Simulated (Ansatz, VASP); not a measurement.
BaTe in VASP and in Ansatz

```
CELL_PARAMETERS angstrom
0.00000 3.99093 3.99093
3.99093 0.00000 3.99093
3.99093 3.99093 0.00000
ATOMIC_POSITIONS crystal
Ba 0.00000 0.00000 0.00000
Te 0.25000 0.25000 0.25000
```

Alike in both runs: task single point; functional PBE; k mesh 6 × 6 × 6; no spin polarisation.

|  | VASP | Ansatz |
| --- | --- | --- |
| version | VASP 6.6.1 | Ansatz 0.2.0 |
| potentials or method | VASP PAW PBE potentials, release 64 (Ba_sv, Te) | plane waves, PAW |
| plane-wave cutoff (eV) | 520 | 420 |
| occupations | gaussian, width 0.01 eV | fixed |
| valence electrons in the cell | 16 | 26 |

Ansatz gave:

| Item | Value |
| --- | --- |
| gap on the k mesh at the Fermi level (eV) | 2.49 |
| pressure (GPa) | -1.0 |

What did VASP give for the same quantities?

gap on the k mesh at the Fermi level (eV): 2.49; pressure (GPa): -0.8.

VASP's potentials hold 16 valence electrons a cell and Ansatz's 26, so a difference there can come from the potentials and not from the codes.

Neither program's run includes spin-orbit coupling.
